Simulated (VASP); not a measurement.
# GaN (P6_3mc) in VASP: further runs, part 2 of 2

VASP 6.6.1. The steps go on from the part before.

**3. Single point, r2SCAN (strain +0.000 along x and y, -0.015 along z)**

Contents of POSCAR:

```
GaN
1.0
    3.1799996605      0.0000000000      0.0000000000
   -1.5899998303      2.7539604900      0.0000000000
    0.0000000000      0.0000000000      5.0885100000
Ga N
2 2
Direct
    0.3333333333      0.6666666667      0.0000000000
    0.6666666667      0.3333333333      0.5000000000
    0.3333333333      0.6666666667      0.3750000000
    0.6666666667      0.3333333333      0.8750000000
```

Contents of INCAR.step1:

```
  PREC = Accurate
  ENCUT = 520
  ISMEAR = 0
  SIGMA = 0.05
  LREAL = False
  LASPH = True
  NELM = 60
  NBANDS = 26
  GGA = PE
  ALGO = Normal
  EDIFF = 1E-4
  LWAVE = True
  LCHARG = False
```

Contents of INCAR.step2:

```
  PREC = Accurate
  ENCUT = 520
  EDIFF = 1E-7
  ISMEAR = 0
  SIGMA = 0.05
  LREAL = False
  LASPH = True
  NELM = 60
  ALGO = Normal
  ISIF = 2
  LWAVE = False
  LCHARG = False
  METAGGA = R2SCAN
  LMIXTAU = True
  NBANDS = 26
  ISTART = 1
```

Contents of KPOINTS:

```
regular mesh
0
Gamma
  12 12 6
```

Potentials or basis: VASP PAW PBE potentials, release 64 (Ga_d, N).

Launch:

```console
> cat potpaw_PBE.64/Ga_d/POTCAR potpaw_PBE.64/N/POTCAR > POTCAR
> cp INCAR.step1 INCAR
> mpirun -np 1 vasp_std > vasp.out
> cp INCAR.step2 INCAR
> mpirun -np 1 vasp_std > vasp.out
```

OUTCAR:

```text
PREC = Accurate
   ENCUT = 520
   EDIFF = 1E-7
   ISMEAR = 0
   LREAL = False
   LASPH = True
   NELM = 60
   ISIF = 2
   METAGGA = R2SCAN
   ISTART = 1

 ion  position               nearest neighbor table
   1  0.333  0.667  0.000-   3 1.91   4 1.94   4 1.94   4 1.94
   2  0.667  0.333  0.500-   4 1.91   3 1.94   3 1.94   3 1.94
   3  0.333  0.667  0.375-   1 1.91   2 1.94   2 1.94   2 1.94
   4  0.667  0.333  0.875-   2 1.91   1 1.94   1 1.94   1 1.94

  LATTYP: Found a hexagonal cell.
 ALAT       =     3.1799996605
 C/A-ratio  =     1.6001605482

  Lattice vectors:

 A1 = (   3.1799996605,   0.0000000000,   0.0000000000)
 A2 = (  -1.5899998303,   2.7539604900,   0.0000000000)
 A3 = (   0.0000000000,   0.0000000000,   5.0885100000)

Analysis of symmetry for initial positions (statically):
=====================================================================
 Subroutine PRICEL returns:
 Original cell was already a primitive cell.

 Routine SETGRP: Setting up the symmetry group for a
 hexagonal supercell.

 Subroutine GETGRP returns: Found 12 space group operations
 (whereof  6 operations were pure point group operations)
 out of a pool of 24 trial point group operations.

The static configuration has the point symmetry C_3v.
 The point group associated with its full space group is C_6v.

Analysis of symmetry for dynamics (positions and initial velocities):
=====================================================================
 Subroutine PRICEL returns:
 Original cell was already a primitive cell.

 Routine SETGRP: Setting up the symmetry group for a
 hexagonal supercell.

 Subroutine GETGRP returns: Found 12 space group operations
 (whereof  6 operations were pure point group operations)
 out of a pool of 24 trial point group operations.

The dynamic configuration has the point symmetry C_3v.
 The point group associated with its full space group is C_6v.

 Subroutine INISYM returns: Found 12 space group operations
 (whereof  6 operations are pure point group operations),
 and found     1 'primitive' translations

----------------------------------------------------------------------------------------

                                     Primitive cell

  volume of cell :      44.5631

  direct lattice vectors                    reciprocal lattice vectors
     3.179999661  0.000000000  0.000000000     0.314465442  0.181556708  0.000000000
    -1.589999830  2.753960490  0.000000000     0.000000000  0.363113416  0.000000000
     0.000000000  0.000000000  5.088510000     0.000000000  0.000000000  0.196521182

  length of vectors
     3.179999661  3.179999661  5.088510000     0.363113416  0.363113416  0.196521182

  position of ions in fractional coordinates (direct lattice)
     0.333333333  0.666666667  0.000000000
     0.666666667  0.333333333  0.500000000
     0.333333333  0.666666667  0.375000000
     0.666666667  0.333333333  0.875000000

  ion indices of the primitive-cell ions
   primitive index   ion index
                 1           1
                 2           2
                 3           3
                 4           4

----------------------------------------------------------------------------------------

[... 21 lines left out ...]

 Found     76 irreducible k-points:

 Following reciprocal coordinates:
            Coordinates               Weight
  0.000000  0.000000  0.000000      1.000000
  0.083333 -0.000000  0.000000      6.000000
  0.166667 -0.000000  0.000000      6.000000
  0.250000 -0.000000  0.000000      6.000000
  0.333333 -0.000000  0.000000      6.000000
  0.416667  0.000000  0.000000      6.000000
[... 16 lines left out ...]
  0.250000 -0.000000  0.166667     12.000000
  0.333333 -0.000000  0.166667     12.000000
 [... further k-points ...]
   k-points           NKPTS =     76   k-points in BZ     NKDIM =     76   number of bands    NBANDS=     26
   number of dos      NEDOS =    301   number of ions     NIONS =      4
   total plane-waves  NPLWV =  23040
   dimension x,y,z NGX =    24 NGY =   24 NGZ =   40
   dimension x,y,z NGXF=    48 NGYF=   48 NGZF=   80
   ions per type =               2   2
   NGX,Y,Z   is equivalent  to a cutoff of  12.55, 12.55, 13.07 a.u.
   NGXF,Y,Z  is equivalent  to a cutoff of  25.09, 25.09, 26.14 a.u.
 SYSTEM =  unknown system
   PREC   = accura    normal or accurate (medium, high low for compatibility)
   ISTART =      1    job   : 0-new  1-cont  2-samecut
   ICHARG =      0    charge: 1-file 2-atom 10-const
   ISPIN  =      1    spin polarized calculation?
   LNONCOLLINEAR =      F non collinear calculations
   LSORBIT =      F    spin-orbit coupling
   LASPH  =      T    aspherical Exc in radial PAW
   ENCUT  =  520.0 eV  38.22 Ry    6.18 a.u.   5.91  5.91  9.46*2*pi/ulx,y,z
   NELM   =     60;   NELMIN=  2; NELMDL=  0     # of ELM steps
   EDIFF  = 0.1E-06   stopping-criterion for ELM
   LREAL  =      F    real-space projection
   EDIFFG = 0.1E-05   stopping-criterion for IOM
   NSW    =      0    number of steps for IOM
   IBRION =     -1    ionic relax: 0-MD 1-quasi-New 2-CG
   NFREE  =      0    steps in history (QN), initial steepest desc. (CG)
   ISIF   =      2    stress and relaxation
   ISYM   =      2    0-nonsym 1-usesym 2-fastsym
   POTIM  = 0.5000    time-step for ionic-motion
   TEBEG  =    0.0;   TEEND  =   0.0 temperature during run
   PSTRESS=    0.0 pullay stress
   NELECT =      36.0000    total number of electrons
   NUPDOWN=      -1.0000    fix difference up-down
   EMIN   =  10.00;   EMAX   =-10.00  energy-range for DOS
   EFERMI =   0.00;   METHOD = LEGACY
   ISMEAR =     0;   SIGMA  =   0.05  broadening in eV -4-tet -1-fermi 0-gaus
   EFERMI_NEDOS =   21; number of points for ismear=-14 and -15
   IALGO  =     38    algorithm
   IMIX   =      4    mixing-type and parameters
     AMIX     =   0.40;   BMIX     =  1.00
     AMIX_MAG =   1.60;   BMIX_MAG =  1.00
  volume/ion in A,a.u.               =      11.14        75.18
  Fermi-wavevector in a.u.,A,eV,Ry     =   1.524698  2.881262 31.629522  2.324704
  Thomas-Fermi vector in A             =   2.632969
   LORBIT       =      0    0 simple, 1 ext, 2 COOP (PROOUT), +10 PAW based schemes
   METAGGA = R2SCAN    functional components
   LHFCALC =     F    Hartree Fock is set to
   AEXX    =    0.0000 exact exchange contribution
   IVDW    =     0    specifies the selected vdW correction
   LEPSILON=     F    determine dielectric tensor
   LRPA    =     F    only Hartree local field effects (RPA)
 non-spin polarized calculation
 Gauss-broadening in eV      SIGMA  =   0.05
  energy-cutoff  :      520.00
  volume of cell :       44.56
 maximum number of plane-waves:      1215
 NGX is ok and might be reduce to    24
   NGX = 11   NGY = 11   NGZ = 19

 number of electron      36.0000025 magnetization

 Free energy of the ion-electron system (eV)
  ---------------------------------------------------
  ext. energy  EPLUGINS =         0.00000000
  ---------------------------------------------------
  free energy    TOTEN  =       -43.78501120 eV

  energy without entropy =      -43.78501120  energy(sigma->0) =      -43.78501120

 E-fermi :   5.5283     XC(G=0): -12.7837

 val. band max:        5.3165122044   @ k =   0.0000   0.0000   0.0000
 cond. band min:       7.8331551471   @ k =   0.0000   0.0000   0.0000
 fundamental gap:      2.5166429428
 Fermi energy:         5.5282750897

 k-point     1 :       0.0000    0.0000    0.0000
  band No.  band energies     occupation
      1     -11.6682      2.00000
      2     -10.5738      2.00000
      3      -8.5221      2.00000
      4      -8.4942      2.00000
      5      -8.4942      2.00000
      6      -8.4154      2.00000
[... 685 lines left out ...]
     25      17.6422      0.00000
     26      19.4951      0.00000

 [... further k-points ...]

------------------------ aborting loop because EDIFF is reached ----------------------------------------

  FORCE on cell =-STRESS in cart. coord.  units (eV):
  Direction    XX          YY          ZZ          XY          YZ          ZX
  --------------------------------------------------------------------------------------
  -------------------------------------------------------------------------------------
  Total        0.7208704      0.7208704      3.1523898     -0.0000000     -0.0000000      0.0000000
  in kB       25.9174571     25.9174571    113.3378806     -0.0000000     -0.0000000      0.0000000
  external PRESSURE =      55.0575983 kB  Pullay stress =       0.0000000 kB

 VOLUME and BASIS-vectors are now :
 -----------------------------------------------------------------------------
  energy-cutoff  :      520.00
  volume of cell :       44.56
      direct lattice vectors                 reciprocal lattice vectors
     3.179999661  0.000000000  0.000000000     0.314465442  0.181556708  0.000000000
    -1.589999830  2.753960490  0.000000000     0.000000000  0.363113416  0.000000000
     0.000000000  0.000000000  5.088510000     0.000000000  0.000000000  0.196521182

 POSITION                                       TOTAL-FORCE (eV/Angst)
 -----------------------------------------------------------------------------------
     -0.00000      1.83597      0.00000         0.000000     -0.000000     -0.354385
      1.59000      0.91799      2.54426        -0.000000      0.000000     -0.354385
     -0.00000      1.83597      1.90819         0.000000     -0.000000      0.354385
      1.59000      0.91799      4.45245         0.000000     -0.000000      0.354385
 -----------------------------------------------------------------------------------
    total drift:                                0.000002      0.000003      0.019984

  FREE ENERGIE OF THE ION-ELECTRON SYSTEM (eV)
  ---------------------------------------------------
  free  energy   TOTEN  =       -43.7850111958 eV

  energy  without entropy=      -43.7850111958  energy(sigma->0) =      -43.78501120
```

It took 7.5 min on 1 thread of Intel Xeon 8259CL, shared host; peak memory 0.22 GiB.

What came out:

```
Free energy            : -43.7850 eV
Pressure               : 5.5 GPa
Largest force          : 0.354 eV/Å
Band gap on the k mesh : 2.52 eV
```

Forces on the atoms (eV/Å):
```
Ga   0.000  0.000 -0.354
Ga   0.000  0.000 -0.354
N    0.000  0.000  0.354
N    0.000  0.000  0.354
```

Levels at points of the mesh, in eV from the valence-band top:
| k point | band 14 | band 15 | band 16 | band 17 | band 18 | band 19 | band 20 | band 21 | band 22 | band 23 |
| --- | --- | --- | --- | --- | --- | --- | --- | --- | --- | --- |
| (0.00, 0.00, 0.00) | -1.17 | -1.17 | -0.01 | 0.00 | 0.00 | 2.52 | 4.81 | 10.22 | 10.57 | 10.57 |
| (0.50, 0.00, 0.00) | -5.36 | -4.43 | -2.97 | -2.33 | -1.00 | 5.54 | 6.27 | 6.73 | 9.59 | 11.08 |
| (0.00, 0.00, 0.50) | -3.89 | -0.60 | -0.60 | -0.60 | -0.60 | 4.85 | 4.85 | 9.42 | 9.42 | 11.09 |
| (0.50, 0.00, 0.50) | -6.82 | -2.07 | -2.07 | -1.94 | -1.94 | 5.00 | 5.00 | 8.63 | 8.63 | 10.94 |

Caveat: the cell differs from its parent crystal (strain +0.000 along x and y, -0.015 along z); the cell stands under pressure; the PAW data sets were made with another functional, which shifts forces and pressure a little.
